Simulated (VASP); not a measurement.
# Sb (R-3m) in VASP: further runs, part 2 of 2

VASP 6.6.1. The steps go on from the part before.

## Step 3: Single point, PBEsol+D4

This run uses another cell than the first one, of 28.90 Å³/atom, 0.957 times its volume.

File INCAR:

```
ALGO     = Normal         # electronic algorithm
EDIFF    = 1E-6           # SCF threshold, eV
ENCUT    = 520            # plane-wave cutoff, eV
GGA      = PS             # functional
ISIF     = 2              # what is computed and relaxed
ISMEAR   = -1             # smearing method
IVDW     = 13             # dispersion correction
LASPH    = T              # aspherical terms in the spheres
LCHARG   = F              # write CHGCAR
LREAL    = F              # projectors in reciprocal space
LWAVE    = F              # write WAVECAR
NBANDS   = 12             # bands
NELM     = 60             # most SCF steps
PREC     = Accurate       # precision mode
SIGMA    = 0.05           # smearing width, eV
```

File KPOINTS:

```
k-points
0
Gamma
  8 8 8
```

File POSCAR:

```
Sb
1.0
    2.1456753694      1.2388062521      3.6237153599
   -2.1456753694      1.2388062521      3.6237153599
    0.0000000000     -2.4776125043      3.6237153599
Sb
2
Direct
    0.7630849306      0.7630849306      0.7630849306
    0.2369150694      0.2369150694      0.2369150694
```

Potentials or basis: VASP PAW PBE potentials, release 64 (Sb).

Launch:

```bash
cat potpaw_PBE.64/Sb/POTCAR > POTCAR
mpirun -np 1 vasp_std > vasp.out
```

Wall time 36 s (1 thread of AMD EPYC 7R13 (Zen 3), shared host); peak memory 0.19 GiB.

Results (log left out):

```
Free energy                : -9.7244 eV
Pressure                   : 0.2 GPa
Largest force              : 0.047 eV/Å
Band gap on the k mesh     : zero (band 5 reaches 7.69 eV, above the bottom of band 6 at 7.49 eV)
Dispersion energy per atom : -0.305 eV
```

Forces in eV/Å, atoms in the order of the input:
```
Sb   0.000  0.000 -0.047
Sb   0.000  0.000  0.047
```

Levels at points of the mesh, in eV from the Fermi level:
```
           k point  band 2  band 3  band 4  band 5  band 6  band 7  band 8  band 9
(0.00, 0.00, 0.00)   -4.54   -2.00   -1.90   -1.90    2.43    2.90    2.90    4.84
(0.50, 0.00, 0.00)   -9.89   -1.76   -1.56   -0.36   -0.17    0.17    0.22    7.97
(0.50, 0.50, 0.00)   -7.90   -5.81   -3.91   -3.89    1.49    5.24    5.58    7.42
(0.50, 0.50, 0.50)   -9.35   -1.30   -1.30   -0.45   -0.17   -0.17    0.89    7.43
```

Caveat: the PAW data sets were made with another functional, which shifts forces and pressure a little; spin-orbit coupling is left out, which moves the levels of the heavy elements; pairwise dispersion overbinds metals, which lowers pressure and volume.

## Step 4: Single point, PBE

File INCAR:

```
ALGO = Normal
EDIFF = 1E-6
ENCUT = 520
GGA = PE
ISIF = 2
ISMEAR = 0
LASPH = T
LCHARG = F
LREAL = F
LWAVE = F
NBANDS = 12
NELM = 60
PREC = Accurate
SIGMA = 0.022
```

KPOINTS is that of step 3.

File POSCAR:

```
Sb
1.0
    2.1542000000      1.2437279499      3.7580000000
   -2.1542000000      1.2437279499      3.7580000000
    0.0000000000     -2.4874558998      3.7580000000
Sb
2
Direct
    0.7665100000      0.7665100000      0.7665100000
    0.2334900000      0.2334900000      0.2334900000
```

Potentials or basis: VASP PAW PBE potentials, release 64 (Sb).

Launch:

```bash
cat potpaw_PBE.64/Sb/POTCAR > POTCAR
mpirun -np 1 vasp_std > vasp.out
```

OUTCAR:

```text
EDIFF = 1E-6
   ENCUT = 520
   GGA = PE
   ISIF = 2
   ISMEAR = 0
   LASPH = T
   LREAL = F
   NELM = 60
   PREC = Accurate

 ion  position               nearest neighbor table
   1  0.767  0.767  0.767-   2 2.91   2 2.91   2 2.91   2 3.35   2 3.35   2 3.35
   2  0.233  0.233  0.233-   1 2.91   1 2.91   1 2.91   1 3.35   1 3.35   1 3.35

  LATTYP: Found a trigonal (rhomboedric) cell.
 ALAT       =     4.5066618304
 COS(alpha) =     0.5430253624

  Lattice vectors:

 A1 = (   2.1542000000,   1.2437279499,   3.7580000000)
 A2 = (  -2.1542000000,   1.2437279499,   3.7580000000)
[... 538 lines left out ...]
      8      10.3281      0.00000
      9      12.2793      0.00000
     10      13.2346      0.00000
     11      14.4675      0.00000
     12      16.2170      0.00000

 [... further k-points ...]
[... 5 lines left out ...]
  --------------------------------------------------------------------------------------
  -------------------------------------------------------------------------------------
  Total        1.1405773      1.1405773      0.8597630      0.0000000      0.0000000      0.0000000
  in kB       30.2493377     30.2493377     22.8018408      0.0000000      0.0000000      0.0000000
  external PRESSURE =      27.7668388 kB  Pullay stress =       0.0000000 kB

 VOLUME and BASIS-vectors are now :
 -----------------------------------------------------------------------------
  energy-cutoff  :      520.00
  volume of cell :       60.41
      direct lattice vectors                 reciprocal lattice vectors
     2.154200000  1.243727950  3.758000000     0.232104726  0.134005726  0.088699663
    -2.154200000  1.243727950  3.758000000    -0.232104726  0.134005726  0.088699663
     0.000000000 -2.487455900  3.758000000     0.000000000 -0.268011452  0.088699663

 POSITION                                       TOTAL-FORCE (eV/Angst)
 -----------------------------------------------------------------------------------
      0.00000      0.00000      8.64163         0.000000     -0.000000     -0.184834
      0.00000      0.00000      2.63237         0.000000      0.000000      0.184834
 -----------------------------------------------------------------------------------
    total drift:                                0.000000      0.000000     -0.000000

  FREE ENERGIE OF THE ION-ELECTRON SYSTEM (eV)
  ---------------------------------------------------
  free  energy   TOTEN  =        -8.2562356838 eV

  energy  without entropy=       -8.2560804388  energy(sigma->0) =       -8.25615806
```

Run time: 41 s. Hardware: 1 thread of AMD EPYC 7R13 (Zen 3), shared host; peak memory 0.19 GiB.

Results:

* Free energy: -8.2562 eV
* Pressure: 2.8 GPa
* Largest force: 0.185 eV/Å
* Band gap on the k mesh: zero (band 5 reaches 7.38 eV, above the bottom of band 6 at 7.08 eV)

Forces on the atoms (eV/Å):
```
Sb   0.000  0.000 -0.185
Sb   0.000  0.000  0.185
```

Stress tensor (GPa, compression positive):
```
3.02 0.00 0.00
0.00 3.02 0.00
0.00 0.00 2.28
```

Levels at points of the mesh, in eV from the Fermi level:
```
           k point  band 2  band 3  band 4  band 5  band 6  band 7  band 8  band 9
(0.00, 0.00, 0.00)   -4.89   -2.16   -1.89   -1.89    1.97    2.60    2.60    4.99
(0.50, 0.00, 0.00)   -9.73   -2.04   -1.92   -0.38   -0.30    0.10    0.41    7.47
(0.50, 0.50, 0.00)   -8.10   -5.53   -3.85   -3.76    1.43    4.85    5.43    6.85
(0.50, 0.50, 0.50)   -9.07   -1.41   -1.41   -0.57    0.04    0.04    1.04    6.90
```

Caveat: spin-orbit coupling is left out, which moves the levels of the heavy elements.

## Step 5: The runs side by side

```csv
level,cell,k mesh,smearing,gap on the mesh (eV),pressure (GPa),largest force (eV/Å)
PBE,"a = 4.507 Å, angles 57.1°, 2 atoms",6 × 6 × 6,fermi-dirac 0.03 eV,none,2.8,0.11
PBEsol+D4,"a = 4.390 Å, angles 58.5°, 2 atoms",8 × 8 × 8,fermi-dirac 0.05 eV,none,0.2,0.05
PBE,"a = 4.507 Å, angles 57.1°, 2 atoms",8 × 8 × 8,gaussian 0.022 eV,none,2.8,0.18
```

Alike in all rows: task single point; potentials or basis VASP PAW PBE potentials, release 64 (Sb); no spin polarisation; cutoff (eV) 520.

Caveats: spin-orbit coupling is left out, which moves the levels of the heavy elements; the PAW data sets were made with another functional, which shifts forces and pressure a little (some runs); pairwise dispersion overbinds metals, which lowers pressure and volume (some runs).

Absolute energies hang on the potentials; compare differences alone.
